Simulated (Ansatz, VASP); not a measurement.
## Two plane-wave programs on Rb

The input INCAR:

```
SYSTEM = Rb
ALGO     = Normal         ! electronic algorithm
EDIFF    = 1E-6           ! SCF threshold, eV
ENCUT    = 520            ! plane-wave cutoff, eV
GGA      = PE             ! functional
ISIF     = 2              ! what is computed and relaxed
ISMEAR   = 0              ! smearing method
LASPH    = .True.         ! aspherical terms in the spheres
LCHARG   = .False.        ! write CHGCAR
LREAL    = .False.        ! projectors in reciprocal space
LWAVE    = .False.        ! write WAVECAR
NBANDS   = 10             ! bands
NELM     = 100            ! most SCF steps
PREC     = Accurate       ! precision mode
SIGMA    = 0.15           ! smearing width, eV
```

File KPOINTS:

```
k-points
0
Gamma
  12 12 12
  0 0 0
```

File POSCAR:

```
Rb
1.0
   -2.5815200000      2.5815200000      3.0304800000
    2.5815200000     -2.5815200000      3.0304800000
    2.5815200000      2.5815200000     -3.0304800000
Rb
1
Direct
    0.0000000000      0.0000000000      0.0000000000
```

Input for Ansatz:

```yaml
crystal:
  lattice:
    - [-2.58152, 2.58152, 3.03048]
    - [2.58152, -2.58152, 3.03048]
    - [2.58152, 2.58152, -3.03048]
  atoms:
    - { symbol: Rb, position: [0.0, 0.0, 0.0] }
basis:
  ecutwfc: 420
kpoints:
  mp_grid: { grid: [12, 12, 12] }
hamiltonian:
  xc: pbe
scf:
  occupations: { method: gaussian, width: 0.15 }
output:
  forces: true
  stress: true
  eigenvalues: true
```

Change from the starting cell: strain -0.080 along x and y, +0.080 along z, atoms carried along.

Alike in both runs: task single point; functional PBE; k mesh 12 × 12 × 12; occupations gaussian, width 0.15 eV; no spin polarisation.

|  | VASP | Ansatz |
| --- | --- | --- |
| version | VASP 6.6.1 | Ansatz 0.2.0 |
| potentials or method | VASP PAW PBE potentials, release 64 (Rb_sv), cutoff 520 eV | scalar-relativistic, plane waves, PAW |
| valence electrons in the cell | 9 | 9 |

|  | VASP | Ansatz | Ansatz less VASP |
| --- | --- | --- | --- |
| gap on the k mesh at the Fermi level (eV) | none | none | - |
| pressure (GPa) | 0.4 | 0.4 | 0.00 |

A gap of «none» marks a metal or a gap that the smearing closes. With one functional, cell and mesh, what is left measures potentials, basis and numerics.
